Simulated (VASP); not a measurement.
Wanted: the native input for a VASP 6.6.1 run.

* Task: single point
* Functional: PBE
* Potentials or basis: VASP PAW PBE potentials, release 64 (Al, Tl_d, C, Au, N)
* Cutoff: 520 eV
* k mesh: 2 × 2 × 2
* Occupations: gaussian, width 0.1 eV
* Spin: no spin polarisation
* Dipole correction: no
* Further INCAR settings: LREAL = Auto; ALGO = Normal; EDIFF = 1e-06; NBANDS = 61

The structure of AlTl2AuC6N6 lies in POSCAR:

```
AlTl2AuC6N6
1.0
    0.0017029006      5.8379551129      5.8260603955
    4.8838516947     -0.5002079239      6.3340236279
    4.8871517875      6.3344464823     -0.5084797643
Al Tl C Au N
1 2 6 1 6
Direct
    0.4999504191      0.5450868558      0.4549458464
    0.2172804575      0.1151675537      0.4498406526
    0.7827435401      0.5500656684      0.8847795898
    0.8153437555      0.1756072869      0.1940607380
    0.2114469620      0.7571773003      0.2426840265
    0.2151461579      0.3294923658      0.6701938175
    0.1847833155      0.8059233849      0.8244173297
    0.7848115009      0.3299696168      0.6703001044
    0.7885469544      0.7574045046      0.2428151059
    0.0001048332      0.8811047834      0.1188618367
    0.7038823631      0.3334127593      0.2590791277
    0.3278573807      0.6872880116      0.3125960342
    0.3290229613      0.4017127741      0.5980740248
    0.2961075671      0.7409638277      0.6666021226
    0.6709868280      0.4020349432      0.5981115627
    0.6719850039      0.6875883635      0.3126380805
```

One way to write it, as run:

INCAR

```
PREC     = Accurate       # precision mode
ENCUT    = 520            # plane-wave cutoff, eV
EDIFF    = 1E-6           # SCF threshold, eV
ISMEAR   = 0              # smearing method
SIGMA    = 0.1            # smearing width, eV
LREAL    = Auto         
LASPH    = True           # aspherical terms in the spheres
NELM     = 80             # most SCF steps
ALGO     = Normal         # electronic algorithm
ISIF     = 2              # what is computed and relaxed
LWAVE    = False          # write WAVECAR
LCHARG   = True           # write CHGCAR
GGA      = PE             # functional
LELF     = True           # ELF
LVHAR    = True         
NBANDS   = 61             # bands
```

KPOINTS

```
regular mesh
0
Gamma
  2 2 2
```

Potentials or basis: VASP PAW PBE potentials, release 64 (Al, Tl_d, C, Au, N).

The run is started by

```console
$ cat potpaw_PBE.64/Al/POTCAR potpaw_PBE.64/Tl_d/POTCAR potpaw_PBE.64/C/POTCAR potpaw_PBE.64/Au/POTCAR potpaw_PBE.64/N/POTCAR > POTCAR
$ mpirun -np 1 vasp_std > vasp.out
```

It gave:

| Property | Result |
| --- | --- |
| Pressure | 0.3 GPa |
| Largest force | 0.416 eV/Å |
| Band gap on the k mesh | 2.98 eV, indirect (least direct gap 3.04 eV) |

Caveat: the k points lie up to 0.50 Å⁻¹ apart; spin-orbit coupling is left out, which moves the levels of the heavy elements.

It took 3.2 min on 1 thread of Intel(R) Xeon(R) 6975P-C (Granite Rapids) (shared host), peak memory 0.58 GiB.
